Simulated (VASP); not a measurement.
Write the native input for VASP 6.6.1 that does the following.

```yaml
Task: single point
Functional: r2SCAN
Potentials_or_basis: VASP PAW PBE potentials, release 64 (Sn_d, O)
Cutoff: 520 eV
k_mesh: 6 × 6 × 6
Occupations: gaussian, width 0.02 eV
Spin: no spin polarisation
Dipole_correction: no
Further_INCAR_settings: ALGO = Normal; EDIFF = 1e-07; NBANDS = 64
```

Crystal: SnO2.

```
Sn O
1.0
     4.70741    0.00000    0.00000
     0.00000    5.73762    0.00000
     0.00000    0.00000    5.29049
Sn O
4 8
Cartesian
  2.3537 3.8063 3.9679
  0.0000 4.8002 1.3226
  2.3537 1.9314 1.3226
  0.0000 0.9375 3.9679
  3.4351 3.4921 0.4169
  1.0814 5.1143 4.8736
  3.6260 5.1143 3.0621
  1.2723 3.4921 2.2284
  3.4351 2.2455 3.0621
  1.0814 0.6233 2.2284
  3.6260 0.6233 0.4169
  1.2723 2.2455 4.8736
```

This cell differs from its parent crystal: uniaxial strain along c: +1.0 %, then relaxed in part.

These files were run (other wordings do the same):

POSCAR

```
SnO2
1.0
    4.7074081783      0.0000000000      0.0000000000
    0.0000000000      5.7376232209      0.0000000000
    0.0000000000      0.0000000000      5.2904878260
Sn O
4 8
Direct
    0.5000000000      0.6633865144      0.7500000000
    0.0000000000      0.8366134856      0.2500000000
    0.5000000000      0.3366134856      0.2500000000
    0.0000000000      0.1633865144      0.7500000000
    0.7297161729      0.6086400679      0.0787966289
    0.2297161729      0.8913599321      0.9212033711
    0.7702838271      0.8913599321      0.5787966289
    0.2702838271      0.6086400679      0.4212033711
    0.7297161729      0.3913599321      0.5787966289
    0.2297161729      0.1086400679      0.4212033711
    0.7702838271      0.1086400679      0.0787966289
    0.2702838271      0.3913599321      0.9212033711
```

INCAR.step1

```
PREC = Accurate
ENCUT = 520
ISMEAR = 0
SIGMA = 0.02
LREAL = F
LASPH = T
NELM = 80
NBANDS = 64
GGA = PE
ALGO = Normal
EDIFF = 1E-4
LWAVE = T
LCHARG = F
```

INCAR.step2

```
PREC = Accurate
ENCUT = 520
EDIFF = 1E-7
ISMEAR = 0
SIGMA = 0.02
LREAL = F
LASPH = T
NELM = 80
ALGO = Normal
ISIF = 2
LWAVE = F
LCHARG = F
METAGGA = R2SCAN
LMIXTAU = T
NBANDS = 64
ISTART = 1
```

KPOINTS

```
regular mesh
0
Gamma
  6 6 6
```

Potentials or basis: VASP PAW PBE potentials, release 64 (Sn_d, O).

Command:

```sh
$ cat potpaw_PBE.64/Sn_d/POTCAR potpaw_PBE.64/O/POTCAR > POTCAR
$ cp INCAR.step1 INCAR
$ mpirun -np 1 vasp_std > vasp.out
$ cp INCAR.step2 INCAR
$ mpirun -np 1 vasp_std > vasp.out
```

It gave:

```
Pressure               : 0.3 GPa
Largest force          : 0.022 eV/Å
Band gap on the k mesh : 2.03 eV (least direct gap 2.06 eV)
```

Caveat: the cell differs from its parent crystal (uniaxial strain along c: +1.0 %, then relaxed in part); the PAW data sets were made with another functional, which shifts forces and pressure a little; spin-orbit coupling is left out, which moves the levels of the heavy elements.

Run time: 75 min on 1 thread of Oxide Virtual Turin-like Processor, with other jobs on the host, peak memory 0.51 GiB.
